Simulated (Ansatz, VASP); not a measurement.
**One calculation of Si5C, two programs**

```
Si C
1.0
     2.77201    0.00000    0.00000
    -1.38601    2.40063    0.00000
     0.00000    0.00000   12.04582
Si C
5 1
Direct
  0.33333 0.66667 0.60057
  0.33333 0.66667 0.00000
  0.33333 0.66667 0.39943
  0.66667 0.33333 0.80868
  0.66667 0.33333 0.19132
  0.66667 0.33333 0.50000
```

Alike in both runs: task single point; functional PBE; k mesh 6 × 6 × 2; occupations gaussian, width 0.1 eV; collinear spin.

|  | VASP | Ansatz |
| --- | --- | --- |
| version | VASP 6.6.1 | Ansatz 0.2.0 |
| potentials or method | VASP PAW PBE potentials, release 64 (Si, C), cutoff 520 eV | scalar-relativistic, plane waves, PAW |
| valence electrons in the cell | 24 | 24 |

VASP gave:

| Item | Value |
| --- | --- |
| gap on the k mesh at the Fermi level (eV) | none |
| pressure (GPa) | -0.1 |
| traceless stress, the component that is largest in VASP (GPa) | -0.16 |
| rms of the force components (eV/Å) | 0.016 |
| net moment per atom (μB) | 0.00 |

Task: Estimate Ansatz's values.

Result: gap on the k mesh at the Fermi level (eV): none; pressure (GPa): -0.1; traceless stress, the component that is largest in VASP (GPa): -0.05; rms of the force components (eV/Å): 0.006; net moment per atom (μB): 0.00.

Atom by atom the forces differ by 0.010 eV/Å (rms over components). A gap of «none» marks a metal or a gap that the smearing closes. With one functional, cell and mesh, what is left measures potentials, basis and numerics. Ansatz's warnings: filled band counts differ across k points, seeded moment not kept.

The k mesh is coarse, so the values compare programs but aren't converged.
